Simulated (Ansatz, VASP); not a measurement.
## ZnSe: VASP beside Ansatz

```
CELL_PARAMETERS angstrom
0.00000 2.86642 2.86642
2.86642 0.00000 2.86642
2.86642 2.86642 0.00000
ATOMIC_POSITIONS crystal
Zn 0.00000 0.00000 0.00000
Se 0.75000 0.75000 0.75000
```

Alike in both runs: task single point; functional PBE; k mesh 10 × 10 × 10; occupations gaussian, width 0.05 eV; no spin polarisation.

```csv
,VASP,Ansatz
version,VASP 6.6.1,Ansatz 0.2.0
potentials or method,"VASP PAW PBE potentials, release 64 (Zn, Se), cutoff 500 eV","scalar-relativistic, plane waves, PAW"
valence electrons in the cell,18,28
```

VASP gave:

- gap on the k mesh at the Fermi level (eV): 1.15
- least direct gap on the mesh (eV): 1.15
- pressure (GPa): 0.2

**Question.** What did Ansatz give for the same quantities?

**Answer.** gap on the k mesh at the Fermi level (eV): 1.15; least direct gap on the mesh (eV): 1.15; pressure (GPa): 0.0.

VASP's potentials hold 18 valence electrons a cell and Ansatz's 28, so a difference there can come from the potentials and not from the codes.
